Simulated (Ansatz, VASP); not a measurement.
# One calculation of Mg, two programs

```xyz
2
Lattice="3.3055 0.0000 0.0000 -1.6528 2.8627 0.0000 0.0000 0.0000 5.2103" Properties=species:S:1:pos:R:3 pbc="T T T"
Mg    0.0000    1.9085    1.3026
Mg    1.6528    0.9542    3.9077
```

Change from the starting cell: equal xx and yy strain of +3 %, PAW files.

Alike in both runs: task electric field gradients; functional PBE; k mesh 12 × 12 × 7; occupations fermi-dirac, width 0.08 eV; no spin polarisation.

|  | VASP | Ansatz |
| --- | --- | --- |
| version | VASP 6.6.1 | Ansatz 0.2.0 |
| potentials or method | VASP PAW PBE potentials, release 64 (Mg) | PAW with Ansatz's default frozen-core files, scalar-relativistic |
| plane-wave cutoff (eV) | 520 | 420 |
| valence electrons in the cell | 4 | 20 |

|  | VASP | Ansatz | Ansatz less VASP |
| --- | --- | --- | --- |
| pressure (GPa) | -2.3 | -2.2 | +0.12 |
| traceless stress, the component that is largest in VASP (GPa) | 0.42 | 0.43 | +0.003 |
| size of Vzz on the site where it differs most (V/Å²) | 0.6 | 0.4 | -0.20 |

VASP's potentials hold 4 valence electrons a cell and Ansatz's 20, so a difference there can come from the potentials and not from the codes.
